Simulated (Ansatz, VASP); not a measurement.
One calculation of SnO, two programs

The input INCAR:

```
  PREC = Accurate
  ENCUT = 600
  EDIFF = 1E-6
  ISMEAR = 1
  SIGMA = 0.1
  LREAL = False
  LASPH = True
  NELM = 120
  ALGO = Normal
  ISIF = 2
  LWAVE = False
  LCHARG = False
  GGA = PS
  NBANDS = 28
  GGA_COMPAT = False
```

The input KPOINTS:

```
Automatic mesh
0
Gamma
  4 2 4
```

File POSCAR:

```
SnO
1.0
    3.3550000000      0.0000000000      0.0000000000
    0.0000000000      5.6741000000      0.0000000000
    0.0000000000      0.0000000000      4.2219700000
Sn O
2 2
Direct
    0.0000000000      0.2319100000      0.5131400000
    0.5000000000      0.7680900000      0.0131400000
    0.0000000000      0.8912500000      0.7368600000
    0.5000000000      0.1087500000      0.2368600000
```

Input for Ansatz:

```yaml
crystal:
  lattice:
    - [3.355, 0.0, 0.0]
    - [0.0, 5.6741, 0.0]
    - [0.0, 0.0, 4.22197]
  atoms:
    - { symbol: Sn, position: [0.0, 0.23191, 0.51314] }
    - { symbol: Sn, position: [0.5, 0.76809, 0.01314] }
    - { symbol: O, position: [0.0, 0.89125, 0.73686] }
    - { symbol: O, position: [0.5, 0.10875, 0.23686000000000001] }
kpoints:
  mp_grid:
    grid: [4, 2, 4]
hamiltonian:
  xc: pbesol
scf:
  occupations:
    method: cold
output:
  eigenvalues: true
```

Alike in both runs: task single point; functional PBEsol; k mesh 4 × 2 × 4; no spin polarisation.

|  | VASP | Ansatz |
| --- | --- | --- |
| version | VASP 6.6.1 | Ansatz 0.2.0 |
| potentials or method | VASP PAW PBE potentials, release 64 (Sn_d, O) | plane waves, PAW |
| plane-wave cutoff (eV) | 600 | 420 |
| occupations | methfessel-paxton of order 1, width 0.1 eV | cold |
| valence electrons in the cell | 40 | 40 |

Ansatz gave:

| Quantity | Value |
| --- | --- |
| gap on the k mesh at the Fermi level (eV) | 1.84 |

Estimate VASP's values.

gap on the k mesh at the Fermi level (eV): 1.83.

VASP's potentials were made for PBE, not for PBEsol.

The k mesh is coarse, so the values compare programs but aren't converged.
